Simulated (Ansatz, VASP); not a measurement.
SnO: VASP beside Ansatz

```
Sn O
1.0
     0.00000    2.82927    2.70821
     2.82927    0.00000    2.70821
     2.82927    2.82927    0.00000
Sn O
1 1
Direct
  0.00000 0.00000 0.00000
  0.25000 0.25000 0.25000
```

Change from the starting cell: biaxial_xy strain +4.5%.

Alike in both runs: task single point; functional PBE; k mesh 8 × 8 × 8; occupations fermi-dirac, width 0.02 eV; no spin polarisation.

```csv
,VASP,Ansatz
version,VASP 6.6.1,Ansatz 0.2.0
potentials or method,"VASP PAW PBE potentials, release 64 (Sn_d, O)","plane waves, PAW"
plane-wave cutoff (eV),520,420
valence electrons in the cell,20,20
```

```tsv
	VASP	Ansatz	Ansatz less VASP
pressure (GPa)	-2.9	-2.9	0.00
traceless stress, the component that is largest in VASP (GPa)	0.29	0.29	+0.004
```
